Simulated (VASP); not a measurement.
Sr2TlO3:

```xyz
12
Lattice="3.5847 0.0000 0.0000 -1.7924 3.1045 0.0000 0.0000 0.0000 20.6676" Properties=species:S:1:pos:R:3 pbc="T T T"
Sr    0.0000    2.0696   19.1795
Sr    1.7924    1.0348    8.8457
Sr    1.7924    1.0348    1.4881
Sr    0.0000    2.0696   11.8218
Tl    0.0000    0.0000    5.1669
Tl    0.0000    0.0000   15.5007
O     0.0000    0.0000   10.3338
O     0.0000    0.0000    0.0000
O     0.0000    2.0696    7.5437
O     1.7924    1.0348   17.8774
O     1.7924    1.0348   13.1239
O     0.0000    2.0696    2.7901
```

- Program: VASP 6.6.1
- Task: relaxation of cell and atoms
- Functional: PBE
- Potentials or basis: VASP PAW PBE potentials, release 64 (Sr_sv, Tl_d, O)
- Cutoff: 600 eV
- k mesh: 6 × 6 × 1
- Occupations: gaussian, width 0.1 eV
- Spin: no spin polarisation

At the start: pressure 2.5 GPa; volume 19.17 Å³/atom.

Problem. How do energy, volume and symmetry change on relaxing?

Solution. Over 17 steps the energy falls by 238.6 meV/atom and the volume is 17.39 Å³/atom (-9.3 %); space group P6_3/mmc (No. 194, to 0.1 Å) before and after.

The path:
| step | energy change (eV) | largest force (eV/Å) | pressure (GPa) | volume (Å³) |
| --- | --- | --- | --- | --- |
| 1 | 0.0000 | 0.9086 | 2.52 | 230.00 |
| 2 | -0.6582 | 0.6436 | -1.12 | 239.95 |
| 3 | -0.8971 | 0.4262 | -4.69 | 252.55 |
| 4 | -1.3278 | 0.7000 | -3.93 | 242.57 |
| 5 | -1.5134 | 0.8643 | -2.86 | 233.19 |
| 6 | -1.8551 | 1.0686 | -0.36 | 221.27 |
| 7 | -2.0053 | 1.3087 | 3.66 | 207.47 |
| 8 | -2.2088 | 1.1575 | 3.44 | 206.13 |
| 9 | -2.5426 | 0.9235 | 3.52 | 202.08 |
| 10 | -2.7288 | 0.6413 | 0.69 | 208.09 |
| 11 | -2.7779 | 0.4264 | -1.38 | 213.29 |
| 12 | -2.8239 | 0.2077 | -0.87 | 211.57 |
| 13 | -2.8500 | 0.2138 | 0.01 | 208.91 |
| 14 | -2.8585 | 0.1262 | 0.10 | 208.48 |
| 15 | -2.8620 | 0.0157 | 0.22 | 207.96 |
| 16 | -2.8620 | 0.0209 | 0.21 | 207.98 |
| 17 | -2.8626 | 0.0031 | -0.08 | 208.72 |

Final structure:
```yaml
crystal:
  lattice:
    - [3.67515, 0.00000, 0.00000]
    - [-1.83758, 3.18278, 0.00000]
    - [0.00000, 0.00000, 17.84348]
  atoms:
    - { symbol: Sr, position: [0.33333, 0.66667, 0.91555] }
    - { symbol: Sr, position: [0.66667, 0.33333, 0.41555] }
    - { symbol: Sr, position: [0.66667, 0.33333, 0.08445] }
    - { symbol: Sr, position: [0.33333, 0.66667, 0.58445] }
    - { symbol: Tl, position: [0.00000, 0.00000, 0.25000] }
    - { symbol: Tl, position: [0.00000, 0.00000, 0.75000] }
    - { symbol: O, position: [0.00000, 0.00000, 0.50000] }
    - { symbol: O, position: [0.00000, 0.00000, 0.00000] }
    - { symbol: O, position: [0.33333, 0.66667, 0.33665] }
    - { symbol: O, position: [0.66667, 0.33333, 0.83665] }
    - { symbol: O, position: [0.66667, 0.33333, 0.66335] }
    - { symbol: O, position: [0.33333, 0.66667, 0.16335] }
```
